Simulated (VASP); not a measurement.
BN: single point with PBE+D3(BJ)

BN:

```
CELL_PARAMETERS angstrom
2.35868 0.00227 -0.03802
-1.17738 1.98092 -0.05442
-0.10037 -0.22383 6.69714
ATOMIC_POSITIONS crystal
B 0.35017 0.67476 0.22273
B 0.73014 0.37053 0.76301
N 0.30547 0.66068 0.76055
N 0.61422 0.29404 0.25370
```

This cell differs from its parent crystal: atoms moved at random and the cell strained at random.

```json
{"Program": "VASP 6.6.1", "Task": "single point", "Functional": "PBE", "Dispersion": "D3(BJ)", "Potentials or basis": "VASP PAW PBE potentials, release 64 (B, N)", "Cutoff": "520 eV", "k mesh": "12 × 12 × 4", "Occupations": "gaussian, width 0.05 eV", "Spin": "no spin polarisation"}
```

- Pressure: 92.0 GPa
- Largest force: 17.400 eV/Å
- Band gap on the k mesh: 2.18 eV (least direct gap 3.16 eV)
- Dispersion energy per atom: -0.155 eV

Forces in eV/Å, atoms in the order of the input:
```
B    -4.446  -8.509   1.854
B   -15.412  -8.072   0.273
N    15.413   8.050  -0.358
N     4.444   8.532  -1.769
```

Stress tensor (GPa, compression positive):
```
125.54  16.78   0.81
 16.78 153.40   2.74
  0.81   2.74  -2.93
```

Levels at points of the mesh, in eV from the valence-band top:
| k point | band 4 | band 5 | band 6 | band 7 | band 8 | band 9 | band 10 | band 11 | band 12 | band 13 |
| --- | --- | --- | --- | --- | --- | --- | --- | --- | --- | --- |
| (0.00, 0.00, 0.00) | -6.93 | -4.94 | -4.00 | -0.13 | -0.01 | 3.15 | 8.92 | 9.25 | 9.48 | 12.92 |
| (0.50, 0.00, 0.00) | -10.93 | -6.37 | -4.75 | -3.47 | -2.15 | 2.18 | 5.02 | 9.93 | 11.50 | 12.04 |
| (0.00, 0.50, 0.00) | -10.95 | -6.45 | -4.99 | -3.20 | -1.95 | 2.88 | 4.69 | 8.79 | 9.62 | 12.24 |
| (0.50, 0.50, 0.00) | -11.16 | -6.23 | -4.56 | -3.65 | -2.31 | 2.81 | 5.09 | 9.20 | 10.10 | 12.12 |
| (0.00, 0.00, 0.50) | -7.71 | -4.94 | -4.00 | -0.13 | 0.00 | 5.03 | 6.33 | 9.26 | 9.41 | 13.57 |
| (0.50, 0.00, 0.50) | -10.93 | -6.37 | -4.75 | -3.35 | -2.23 | 2.21 | 4.59 | 10.73 | 11.32 | 13.13 |
| (0.00, 0.50, 0.50) | -10.95 | -6.45 | -4.99 | -3.09 | -2.02 | 2.79 | 4.54 | 8.90 | 9.67 | 12.95 |
| (0.50, 0.50, 0.50) | -11.17 | -6.23 | -4.57 | -3.46 | -2.50 | 2.97 | 4.55 | 9.66 | 9.97 | 13.14 |

Run time: 2.6 min on 1 thread of Intel Xeon 8259CL, on a shared host, peak memory 0.25 GiB.

Caveat: the cell differs from its parent crystal (atoms moved at random and the cell strained at random); the cell stands under pressure; forces of over 1 eV/Å act on the atoms, so gaps and moduli don't describe the material at rest. A k mesh can miss the band edges.
